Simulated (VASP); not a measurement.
Wanted: the native input for a VASP 6.6.1 run.

| Item | Value |
| --- | --- |
| Task | single point |
| Functional | PBE |
| Potentials or basis | VASP PAW PBE potentials, release 64 (Ca_sv) |
| Cutoff | 520 eV |
| k mesh | 9 × 9 × 9 |
| Occupations | fermi-dirac, width 0.08 eV |
| Spin | no spin polarisation |
| Dipole correction | no |
| Further INCAR settings | ALGO = Normal; EDIFF = 1e-06; NBANDS = 17 |

The structure of Ca lies in POSCAR:

```
Ca
1.0
    0.0000000000      3.7917683666      3.7917683666
    3.7917683666      0.0000000000      3.7917683666
    3.7917683666      3.7917683666      0.0000000000
Ca
2
Direct
   -0.1250000000     -0.1250000000     -0.1250000000
    0.1250000000      0.1250000000      0.1250000000
```

This isn't the form of Ca at room conditions, which is fcc.

The input as run:

INCAR

```
ALGO = Normal
EDIFF = 1E-6
ENCUT = 520
GGA = PE
ISIF = 2
ISMEAR = -1
LASPH = True
LCHARG = True
LELF = True
LREAL = False
LVHAR = True
LWAVE = False
NBANDS = 17
NELM = 80
PREC = Accurate
SIGMA = 0.08
```

KPOINTS

```
k-points
0
Gamma
  9 9 9
```

Potentials or basis: VASP PAW PBE potentials, release 64 (Ca_sv).

The run is started by

```console
$ cat potpaw_PBE.64/Ca_sv/POTCAR > POTCAR
$ mpirun -np 1 vasp_std > vasp.out
```

It gave:

```json
{"Pressure": "2.2 GPa", "Band gap on the k mesh": "zero (bands 10 and 11 overlap by 1.16 eV)"}
```

It took 25 s on 1 thread of Intel(R) Xeon(R) 6975P-C (Granite Rapids), with other jobs on the host, peak memory 0.25 GiB.
